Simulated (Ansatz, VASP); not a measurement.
# Two plane-wave programs on P

```xyz
8
Lattice="3.2962 0.0000 0.0000 0.0000 4.4392 0.0000 0.0000 0.0000 21.7462" Properties=species:S:1:pos:R:3 pbc="T T T"
P     1.6481    4.0729    4.5000
P     0.0000    2.5858    4.5000
P     1.6481    0.3663    6.6231
P     0.0000    1.8533    6.6231
P     4.1202    3.6956    9.5831
P     2.4721    2.2085    9.5831
P     4.1202   -0.0110   11.7062
P     2.4721    1.4760   11.7062
```

Alike in both runs: task single point; functional PBE; dispersion D3(BJ); k mesh 8 × 6 × 1; occupations gaussian, width 0.05 eV; no spin polarisation.

|  | VASP | Ansatz |
| --- | --- | --- |
| version | VASP 6.6.1 | Ansatz 0.2.0 |
| potentials or method | VASP PAW PBE potentials, release 64 (P), cutoff 520 eV | scalar-relativistic, plane waves, PAW |
| valence electrons in the cell | 40 | 40 |

Ansatz gave:

* gap on the k mesh at the Fermi level (eV): 0.35
* least direct gap on the mesh (eV): 0.35
* rms of the force components (eV/Å): 0.083

Q: Estimate VASP's values.

A: gap on the k mesh at the Fermi level (eV): 0.36; least direct gap on the mesh (eV): 0.36; rms of the force components (eV/Å): 0.073.

Atom by atom the forces differ by 0.032 eV/Å (rms over components).
